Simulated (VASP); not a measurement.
# TaN (Imm2) in VASP: single point with r2SCAN

Aim: the single point of TaN with r2SCAN.

Everything below comes from runs of VASP 6.6.1. Logs are shortened: lines on timing, memory, paths and dates and some standing lists are left out, and cuts for length are marked.

## (1) The cell of the first run

It takes space group Imm2 (No. 44, orthorhombic). The conventional cell has a = 3.082 Å, b = 4.358 Å, c = 3.082 Å, α = 90.00°, β = 90.00°, γ = 90.00°. Within 2.4 Å of Ta (site symmetry mm2) lie 4 N at 1.79 to 2.27 Å. Within 2.4 Å of N (site symmetry mm2) lie 4 Ta at 1.79 to 2.27 Å.

## (2) Single point, r2SCAN (atom 2 (N) moved by (-0.450, -0.450) A along y and z)

Contents of POSCAR:

```
TaN
1.0
    0.0000000000      2.1790000000      2.1790000000
    2.1790000000      0.0000000000      2.1790000000
    2.1790000000      2.1790000000      0.0000000000
Ta N
1 1
Direct
    0.5000000000      0.5000000000      0.5000000000
   -0.2065167508      0.0000000000      0.0000000000
```

Contents of INCAR.step1:

```
PREC     = Accurate       # precision mode
ENCUT    = 520            # plane-wave cutoff, eV
ISMEAR   = 0              # smearing method
SIGMA    = 0.15           # smearing width, eV
LREAL    = F              # projectors in reciprocal space
LASPH    = T              # aspherical terms in the spheres
NELM     = 60             # most SCF steps
NBANDS   = 15             # bands
GGA      = PE             # functional
ALGO     = Normal         # electronic algorithm
EDIFF    = 1E-4           # SCF threshold, eV
LWAVE    = T              # write WAVECAR
LCHARG   = F              # write CHGCAR
```

Contents of INCAR.step2:

```
PREC     = Accurate       # precision mode
ENCUT    = 520            # plane-wave cutoff, eV
EDIFF    = 1E-6           # SCF threshold, eV
ISMEAR   = 0              # smearing method
SIGMA    = 0.15           # smearing width, eV
LREAL    = F              # projectors in reciprocal space
LASPH    = T              # aspherical terms in the spheres
NELM     = 60             # most SCF steps
ALGO     = Normal         # electronic algorithm
ISIF     = 2              # what is computed and relaxed
LWAVE    = F              # write WAVECAR
LCHARG   = F              # write CHGCAR
METAGGA  = R2SCAN         # meta-GGA
LMIXTAU  = T            
NBANDS   = 15             # bands
ISTART   = 1
```

Contents of KPOINTS:

```
regular mesh
0
Gamma
  18 18 18
```

Potentials or basis: VASP PAW PBE potentials, release 64 (Ta_pv, N).

Started as:

```
cat potpaw_PBE.64/Ta_pv/POTCAR potpaw_PBE.64/N/POTCAR > POTCAR
cp INCAR.step1 INCAR
mpirun -np 1 vasp_std > vasp.out
cp INCAR.step2 INCAR
mpirun -np 1 vasp_std > vasp.out
```

OUTCAR:

```text
PREC = Accurate
   ENCUT = 520
   EDIFF = 1E-6
   ISMEAR = 0
   LREAL = F
   LASPH = T
   NELM = 60
   ISIF = 2
   METAGGA = R2SCAN
   ISTART = 1

 ion  position               nearest neighbor table
   1  0.500  0.500  0.500-   2 1.79   2 1.79   2 2.27   2 2.27   2 2.67   2 2.67
   2  0.793  0.000  0.000-   1 1.79   1 1.79   1 2.27   1 2.27   1 2.67   1 2.67

  LATTYP: Found a face centered cubic cell.
 ALAT       =     4.3580000000

  Lattice vectors:

 A1 = (   0.0000000000,   2.1790000000,   2.1790000000)
 A2 = (   2.1790000000,   0.0000000000,   2.1790000000)
 A3 = (   2.1790000000,   2.1790000000,   0.0000000000)

Analysis of symmetry for initial positions (statically):
=====================================================================
 Subroutine PRICEL returns:
 Original cell was already a primitive cell.

 Routine SETGRP: Setting up the symmetry group for a
 face centered cubic supercell.

 Subroutine GETGRP returns: Found  4 space group operations
 (whereof  4 operations were pure point group operations)
 out of a pool of 48 trial point group operations.

The static configuration has the point symmetry C_2v.

Analysis of symmetry for dynamics (positions and initial velocities):
=====================================================================
 Subroutine PRICEL returns:
 Original cell was already a primitive cell.

 Routine SETGRP: Setting up the symmetry group for a
 face centered cubic supercell.

 Subroutine GETGRP returns: Found  4 space group operations
 (whereof  4 operations were pure point group operations)
 out of a pool of 48 trial point group operations.

The dynamic configuration has the point symmetry C_2v.

 Subroutine INISYM returns: Found  4 space group operations
 (whereof  4 operations are pure point group operations),
 and found     1 'primitive' translations

----------------------------------------------------------------------------------------

                                     Primitive cell

  volume of cell :      20.6920

  direct lattice vectors                    reciprocal lattice vectors
     0.000000000  2.179000000  2.179000000    -0.229463056  0.229463056  0.229463056
     2.179000000  0.000000000  2.179000000     0.229463056 -0.229463056  0.229463056
     2.179000000  2.179000000  0.000000000     0.229463056  0.229463056 -0.229463056

  length of vectors
     3.081571352  3.081571352  3.081571352     0.397441672  0.397441672  0.397441672

  position of ions in fractional coordinates (direct lattice)
     0.500000000  0.500000000  0.500000000
     0.793483249  0.000000000  0.000000000

  ion indices of the primitive-cell ions
   primitive index   ion index
                 1           1
                 2           2

----------------------------------------------------------------------------------------

 KPOINTS: regular mesh

Automatic generation of k-mesh.
 Grid dimensions read from file:
 generate k-points for:   18   18   18

 Generating k-lattice:

  Cartesian coordinates                     Fractional coordinates (reciprocal lattice)
    -0.012747948  0.012747948  0.012747948     0.055555556  0.000000000  0.000000000
     0.012747948 -0.012747948  0.012747948     0.000000000  0.055555556  0.000000000
     0.012747948  0.012747948 -0.012747948     0.000000000  0.000000000  0.055555556

  Length of vectors
     0.022080093  0.022080093  0.022080093

  Shift w.r.t. Gamma in fractional coordinates (k-lattice)
     0.000000000  0.000000000  0.000000000

 Subroutine IBZKPT returns following result:
 ===========================================

 Found    865 irreducible k-points:

 Following reciprocal coordinates:
            Coordinates               Weight
  0.000000  0.000000  0.000000      1.000000
  0.055556  0.000000  0.000000      4.000000
  0.000000  0.055556  0.000000      4.000000
  0.111111  0.000000  0.000000      4.000000
  0.000000  0.111111  0.000000      4.000000
  0.166667  0.000000  0.000000      4.000000
[... 16 lines left out ...]
  0.000000  0.111111  0.055556      4.000000
  0.055556  0.000000  0.111111      8.000000
 [... further k-points ...]
   k-points           NKPTS =    865   k-points in BZ     NKDIM =    865   number of bands    NBANDS=     15
   number of dos      NEDOS =    301   number of ions     NIONS =      2
   total plane-waves  NPLWV =  13824
   dimension x,y,z NGX =    24 NGY =   24 NGZ =   24
   dimension x,y,z NGXF=    48 NGYF=   48 NGZF=   48
   ions per type =               1   1
   NGX,Y,Z   is equivalent  to a cutoff of  12.95, 12.95, 12.95 a.u.
   NGXF,Y,Z  is equivalent  to a cutoff of  25.90, 25.90, 25.90 a.u.
 SYSTEM =  unknown system
   PREC   = accura    normal or accurate (medium, high low for compatibility)
   ISTART =      1    job   : 0-new  1-cont  2-samecut
   ICHARG =      0    charge: 1-file 2-atom 10-const
   ISPIN  =      1    spin polarized calculation?
   LNONCOLLINEAR =      F non collinear calculations
   LSORBIT =      F    spin-orbit coupling
   LASPH  =      T    aspherical Exc in radial PAW
   ENCUT  =  520.0 eV  38.22 Ry    6.18 a.u.   5.73  5.73  5.73*2*pi/ulx,y,z
   NELM   =     60;   NELMIN=  2; NELMDL=  0     # of ELM steps
   EDIFF  = 0.1E-05   stopping-criterion for ELM
   LREAL  =      F    real-space projection
   EDIFFG = 0.1E-04   stopping-criterion for IOM
   NSW    =      0    number of steps for IOM
   IBRION =     -1    ionic relax: 0-MD 1-quasi-New 2-CG
   NFREE  =      0    steps in history (QN), initial steepest desc. (CG)
   ISIF   =      2    stress and relaxation
   ISYM   =      2    0-nonsym 1-usesym 2-fastsym
   POTIM  = 0.5000    time-step for ionic-motion
   TEBEG  =    0.0;   TEEND  =   0.0 temperature during run
   PSTRESS=    0.0 pullay stress
   NELECT =      16.0000    total number of electrons
   NUPDOWN=      -1.0000    fix difference up-down
   EMIN   =  10.00;   EMAX   =-10.00  energy-range for DOS
   EFERMI =   0.00;   METHOD = LEGACY
   ISMEAR =     0;   SIGMA  =   0.15  broadening in eV -4-tet -1-fermi 0-gaus
   EFERMI_NEDOS =   21; number of points for ismear=-14 and -15
   IALGO  =     38    algorithm
   IMIX   =      4    mixing-type and parameters
     AMIX     =   0.40;   BMIX     =  1.00
     AMIX_MAG =   1.60;   BMIX_MAG =  1.00
  volume/ion in A,a.u.               =      10.35        69.82
  Fermi-wavevector in a.u.,A,eV,Ry     =   1.502615  2.839530 30.719922  2.257851
  Thomas-Fermi vector in A             =   2.613832
   LORBIT       =      0    0 simple, 1 ext, 2 COOP (PROOUT), +10 PAW based schemes
   METAGGA = R2SCAN    functional components
   LHFCALC =     F    Hartree Fock is set to
   AEXX    =    0.0000 exact exchange contribution
   IVDW    =     0    specifies the selected vdW correction
   LEPSILON=     F    determine dielectric tensor
   LRPA    =     F    only Hartree local field effects (RPA)
 non-spin polarized calculation
 Gauss-broadening in eV      SIGMA  =   0.15
  energy-cutoff  :      520.00
  volume of cell :       20.69
 maximum number of plane-waves:       568
   NGX = 11   NGY = 11   NGZ = 11

 number of electron      16.0000000 magnetization

 Free energy of the ion-electron system (eV)
  ---------------------------------------------------
  ext. energy  EPLUGINS =         0.00000000
  ---------------------------------------------------
  free energy    TOTEN  =       -57.08825295 eV

  energy without entropy =      -57.07893229  energy(sigma->0) =      -57.08359262

 E-fermi :   9.5666     XC(G=0): -14.4569

 val. band max:        9.5651618649   @ k =   0.1111   0.0000  -0.2222
 cond. band min:       9.5681155701   @ k =   0.1111   0.4444   0.3333
 fundamental gap:      0.0029537052
 Fermi energy:         9.5666254290

 k-point     1 :       0.0000    0.0000    0.0000
  band No.  band energies     occupation
      1     -27.0979      2.00000
      2     -26.9100      2.00000
      3     -26.6303      2.00000
      4     -10.4566      2.00000
      5       1.7282      2.00000
      6       2.7387      2.00000
      7       2.8848      2.00000
      8       7.6274      2.00000
      9       9.8559      0.00638
     10      10.4350      0.00000
     11      11.4262      0.00000
     12      15.4555      0.00000
     13      15.5611      0.00000
     14      19.3926      0.00000
     15      20.6374      0.00000

 k-point     2 :       0.0556    0.0000    0.0000
  band No.  band energies     occupation
      1     -27.1013      2.00000
      2     -26.9336      2.00000
      3     -26.6426      2.00000
      4     -10.3924      2.00000
      5       1.6262      2.00000
      6       2.6856      2.00000
      7       2.8839      2.00000
      8       7.6958      2.00000
      9       9.7457      0.09144
     10      10.4426      0.00000
     11      11.5510      0.00000
     12      15.5988      0.00000
     13      15.7782      0.00000
     14      19.6798      0.00000
     15      20.6374      0.00000

 k-point     3 :       0.0000    0.0556    0.0000
  band No.  band energies     occupation
      1     -27.1343      2.00000
      2     -26.9112      2.00000
      3     -26.6424      2.00000
      4     -10.3611      2.00000
      5       1.7151      2.00000
      6       2.6780      2.00000
      7       2.8829      2.00000
      8       7.6004      2.00000
      9       9.7071      0.18539
     10      10.4247      0.00000
     11      11.6706      0.00000
     12      14.9579      0.00000
     13      16.3324      0.00000
     14      19.6147      0.00000
     15      20.6374      0.00000

 k-point     4 :       0.1111    0.0000    0.0000
  band No.  band energies     occupation
      1     -27.1111      2.00000
      2     -27.0070      2.00000
      3     -26.6715      2.00000
      4     -10.2087      2.00000
      5       1.3558      2.00000
      6       2.5340      2.00000
      7       2.8638      2.00000
      8       7.9063      2.00000
      9       9.5422      1.18223
     10      10.3005      0.00000
     11      12.0835      0.00000
     12      16.0058      0.00000
     13      16.3180      0.00000
     14      20.4677      0.00000
     15      20.6375      0.00000
[... 307 lines left out ...]
 k-point    22 :       0.1111    0.0556    0.0000
  band No.  band energies     occupation
      1     -27.1416      2.00000
      2     -26.9834      2.00000
      3     -26.6610      2.00000
      4     -10.1976      2.00000
      5       1.4978      2.00000
      6       2.5069      2.00000
      7       2.7829      2.00000
      8       7.7238      2.00000
      9       9.7175      0.15495
     10      10.6313      0.00000
     11      11.7433      0.00000
     12      15.3835      0.00000
     13      16.8472      0.00000
     14      20.3037      0.00000
     15      20.6375      0.00000

 k-point    23 :       0.0000    0.1111    0.0556
  band No.  band energies     occupation
      1     -27.1592      2.00000
      2     -26.9369      2.00000
      3     -26.6970      2.00000
      4     -10.2002      2.00000
      5       1.3637      2.00000
      6       2.6757      2.00000
      7       3.0262      2.00000
      8       7.8144      2.00000
      9       9.2983      1.98860
     10      10.2894      0.00000
     11      12.1282      0.00000
     12      15.3457      0.00000
     13      16.6451      0.00000
     14      20.3965      0.00000
     15      20.6376      0.00000

 k-point    24 :       0.0556    0.0000    0.1111
  band No.  band energies     occupation
      1     -27.2290      2.00000
      2     -26.9260      2.00000
      3     -26.6602      2.00000
      4     -10.1077      2.00000
      5       1.7225      2.00000
      6       2.5296      2.00000
      7       2.7777      2.00000
      8       7.4998      2.00000
      9       9.5005      1.46709
     10      10.6096      0.00000
     11      12.0506      0.00000
     12      14.7313      0.00000
     13      17.2389      0.00000
     14      20.1423      0.00000
     15      20.6375      0.00000

 [... further k-points ...]
[... 5 lines left out ...]
  --------------------------------------------------------------------------------------
  -------------------------------------------------------------------------------------
  Total        2.5428272     14.5762749     14.5762749      0.0000000     -6.4577122      0.0000000
  in kB      196.8909488   1128.6400247   1128.6400247      0.0000000   -500.0202394      0.0000000
  external PRESSURE =     818.0569994 kB  Pullay stress =       0.0000000 kB

 VOLUME and BASIS-vectors are now :
 -----------------------------------------------------------------------------
  energy-cutoff  :      520.00
  volume of cell :       20.69
      direct lattice vectors                 reciprocal lattice vectors
     0.000000000  2.179000000  2.179000000    -0.229463056  0.229463056  0.229463056
     2.179000000  0.000000000  2.179000000     0.229463056 -0.229463056  0.229463056
     2.179000000  2.179000000  0.000000000     0.229463056  0.229463056 -0.229463056

 POSITION                                       TOTAL-FORCE (eV/Angst)
 -----------------------------------------------------------------------------------
      2.17900      2.17900      2.17900         0.000000     -6.213613     -6.213613
      0.00000      1.72900      1.72900        -0.000000      6.213613      6.213613
 -----------------------------------------------------------------------------------
    total drift:                               -0.000001     -0.000118     -0.000118

  FREE ENERGIE OF THE ION-ELECTRON SYSTEM (eV)
  ---------------------------------------------------
  free  energy   TOTEN  =       -57.0882529472 eV

  energy  without entropy=      -57.0789322934  energy(sigma->0) =      -57.08359262
```

Wall time 6.2 min (1 thread of Intel Xeon Platinum 8488C (Sapphire Rapids), shared host); peak memory 0.37 GiB.

What came out:

```
Free energy            : -57.0883 eV
Pressure               : 81.8 GPa
Largest force          : 8.787 eV/Å
Band gap on the k mesh : zero (bands 8 and 9 overlap by 3.33 eV)
```

Forces in eV/Å, atoms in the order of the input:
```
Ta   0.000 -6.214 -6.214
N    0.000  6.214  6.214
```

Caveat: the cell differs from its parent crystal (atom 2 (N) moved by (-0.450, -0.450) A along y and z); the cell stands under pressure; the PAW data sets were made with another functional, which shifts forces and pressure a little; spin-orbit coupling is left out, which moves the levels of the heavy elements.
